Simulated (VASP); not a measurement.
# SiO2: single point with r2SCAN

SiO2:

```
CELL_PARAMETERS angstrom
4.18519 0.00000 0.00000
0.00000 4.18519 0.00000
0.00000 0.00000 2.66884
ATOMIC_POSITIONS crystal
Si 0.00000 0.00000 0.00000
Si 0.50000 0.50000 0.50000
O 0.30610 0.30610 0.00000
O 0.19390 0.80610 0.50000
O 0.80610 0.19390 0.50000
O 0.69390 0.69390 0.00000
```

```yaml
Program: VASP 6.6.1
Task: single point
Functional: r2SCAN
Potentials_or_basis: VASP PAW PBE potentials, release 64 (Si, O)
Cutoff: 520 eV
k_mesh: 6 × 6 × 10
Occupations: gaussian, width 0.01 eV
Spin: no spin polarisation
```

```
Pressure               : 0.4 GPa
Largest force          : 0.021 eV/Å
Band gap on the k mesh : 6.51 eV, direct
```

Forces in eV/Å, atoms in the order of the input:
```
Si   0.000  0.000  0.000
Si   0.000  0.000  0.000
O   -0.015 -0.015  0.000
O    0.015 -0.015  0.000
O   -0.015  0.015  0.000
O    0.015  0.015  0.000
```

Stress tensor (GPa, compression positive):
```
0.09 0.00 0.00
0.00 0.09 0.00
0.00 0.00 0.99
```

Levels at points of the mesh, in eV from the valence-band top:
```tsv
k point	band 12	band 13	band 14	band 15	band 16	band 17	band 18	band 19	band 20	band 21
(0.00, 0.00, 0.00)	-3.18	-2.52	-0.88	-0.88	0.00	6.51	7.64	9.47	9.47	12.05
(0.50, 0.00, 0.00)	-3.93	-2.72	-2.72	-1.08	-1.08	8.70	8.70	10.05	10.05	12.08
(0.50, 0.50, 0.00)	-3.31	-2.68	-2.68	-2.32	-2.32	8.39	8.39	11.05	11.05	14.33
(0.00, 0.00, 0.50)	-4.66	-3.10	-3.10	-2.71	-2.71	10.14	10.14	13.74	13.74	13.90
(0.50, 0.00, 0.50)	-4.00	-2.31	-2.31	-1.80	-1.80	9.81	9.81	10.88	10.88	13.30
(0.50, 0.50, 0.50)	-4.53	-1.78	-1.78	-1.60	-1.60	8.15	8.15	12.00	12.00	12.78
```

Wall time 5.2 min on 1 thread of AMD EPYC 7R43 64-Core Processor (Zen 3) (shared host), peak memory 0.15 GiB.

Caveat: the PAW data sets were made with another functional, which shifts forces and pressure a little. r2SCAN opens gaps a little over a GGA but as a rule still falls short of measured ones.
